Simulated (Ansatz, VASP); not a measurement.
NiO in VASP and in Ansatz

```
Ni O
1.0
     0.02091    2.10177    2.10177
     2.10177    0.02091    2.10177
     2.10177    2.10177    0.02091
Ni O
1 1
Direct
  0.00000 0.00000 0.00000
  0.50000 0.50000 0.50000
```

Change from the starting cell: equal xy, yz and zx shear strains of +1 %.

Alike in both runs: task single point; functional PBE; k mesh 17 × 17 × 17; occupations fermi-dirac, width 0.03 eV; collinear spin.

|  | VASP | Ansatz |
| --- | --- | --- |
| version | VASP 6.6.1 | Ansatz 0.2.0 |
| potentials or method | VASP PAW PBE potentials, release 64 (Ni, O), cutoff 520 eV | all-electron LAPW, scalar-relativistic |

VASP gave:

* pressure (GPa): 3.8
* traceless stress, the component that is largest in VASP (GPa): -0.58
* net moment per atom (μB): 0.86
* size of the moment on the site where the two differ most (μB): 1.41

**Question.** What did Ansatz give for the same quantities?

**Answer.** Pressure (GPa): 4.7; traceless stress, the component that is largest in VASP (GPa): -0.57; net moment per atom (μB): 0.89; size of the moment on the site where the two differ most (μB): 1.49.

Site moments also hang on the region over which each program counts them. Ansatz ran all-electron here, and VASP with PAW potentials.
